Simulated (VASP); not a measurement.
Runs of VASP 6.6.1 on Hg. The structure is that of space group P6_3/mmc (No. 194), or close to it. The cells are those of the table. 

```tsv
level	spin	cell	k mesh	smearing	gap on the mesh (eV)	pressure (GPa)
revPBE+D4	off	a = 3.462, b = 3.462, c = 5.488 Å, angles 90.0, 90.0, 120.0°, 2 atoms	9 × 9 × 5	methfessel-paxton 0.1 eV	none	-0.3
BLYP	non-collinear, zero start, SOC	a = 3.462, b = 3.462, c = 5.488 Å, angles 90.0, 90.0, 120.0°, 2 atoms	7 × 7 × 4	methfessel-paxton 0.2 eV	-	4.7
PBE	off	a = 3.568, b = 3.568, c = 5.726 Å, angles 90.0, 90.0, 120.0°, 2 atoms	7 × 7 × 4	fermi-dirac 0.05 eV	0.33	0.0
revPBE+D4	off	a = 3.391, b = 3.391, c = 5.376 Å, angles 90.0, 90.0, 120.0°, 2 atoms	9 × 9 × 5	methfessel-paxton 0.1 eV	none	0.2
revPBE+D4	off	a = 3.530, b = 3.530, c = 5.595 Å, angles 90.0, 90.0, 120.0°, 2 atoms	9 × 9 × 5	methfessel-paxton 0.1 eV	(b)	(a)
```

Alike in all rows: task single point; potentials or basis VASP PAW PBE potentials, release 64 (Hg); cutoff (eV) 520.

Problem. Estimate the missing entries.

Solution. (a) -0.8; (b) 0.08.

Caveats: the PAW data sets were made with another functional, which shifts forces and pressure a little (some runs); spin-orbit coupling is left out, which moves the levels of the heavy elements (some runs); pairwise dispersion overbinds metals, which lowers pressure and volume (some runs).

A k mesh can miss the band edges, and rows without SOC leave out spin-orbit coupling on Hg.

A gap of «none» marks levels without a gap at the run's occupations.
